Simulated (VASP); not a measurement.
Crystal: CsSnI3.

```
CELL_PARAMETERS angstrom
6.20570 0.00000 0.00000
0.00000 6.20570 0.00000
0.00000 0.00000 6.20570
ATOMIC_POSITIONS crystal
Cs 0.00000 0.00000 0.00000
Sn 0.50000 0.50000 0.50000
I 0.00000 0.50000 0.50000
I 0.50000 0.00000 0.50000
I 0.50000 0.50000 0.00000
```

Base run:

| Quantity | Value |
| --- | --- |
| Program | VASP 6.6.1 |
| Functional | r2SCAN |
| Potentials or basis | VASP PAW PBE potentials, release 64 (Cs_sv, Sn_d, I) |
| Cutoff | 520 eV |
| k mesh | 4 × 4 × 4 |
| Occupations | gaussian, width 0.05 eV |
| Spin | no spin polarisation |

Its results: band gap on the k mesh 0.42 eV, direct; pressure 0.3 GPa.

The run is repeated on the same cell with these changes: functional from r2SCAN to LDA; potentials or basis from VASP PAW PBE potentials, release 64 (Cs_sv, Sn_d, I) to VASP PAW LDA potentials, release 64 (Cs_sv, Sn_d, I). What comes out?

Band gap on the k mesh 0.26 eV, direct; pressure -1.3 GPa.

Caveats: spin-orbit coupling is left out, which moves the levels of the heavy elements; the PAW data sets were made with another functional, which shifts forces and pressure a little (some runs).

A k mesh can miss the band edges.
